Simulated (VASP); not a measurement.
Runs of VASP 6.6.1 on SnO2. The structure is that of space group I4_1/amd (No. 141), or close to it. The cells are those of the table. 

```csv
cell,gap on the mesh (eV),pressure (GPa),largest force (eV/Å)
"a = 5.608 Å, angles 140.0, 140.0, 57.8°, 6 atoms",(a),32.2,0.88
"a = 5.930 Å, angles 140.0, 140.0, 57.8°, 6 atoms",1.16,-5.2,0.28
"a = 6.005 Å, angles 140.0, 140.0, 57.8°, 6 atoms",0.79,-10.2,0.46
"a = 5.773 Å, angles 140.0, 140.0, 57.8°, 6 atoms",(c),9.3,0.21
"a = 5.692 Å, angles 140.0, 140.0, 57.8°, 6 atoms",2.46,(b),0.52
"a = 6.078 Å, angles 140.0, 140.0, 57.8°, 6 atoms",0.47,-14.2,0.62
```

Alike in all rows: task single point; level PBEsol; potentials or basis VASP PAW PBE potentials, release 64 (Sn_d, O); no spin polarisation; k mesh 8 × 8 × 8; cutoff (eV) 520; smearing gaussian 0.01 eV.

**Question.** Estimate the missing entries.

**Answer.** (a) 2.97; (b) 19.5; (c) 1.99.

Caveats: the PAW data sets were made with another functional, which shifts forces and pressure a little; spin-orbit coupling is left out, which moves the levels of the heavy elements; the cell stands under pressure (at least some runs); the cell stands under tension (at least some runs); semilocal functionals underestimate gaps, and a narrow one can read as zero (at least some runs).

A k mesh can miss the band edges, and the runs leave out spin-orbit coupling on Sn.
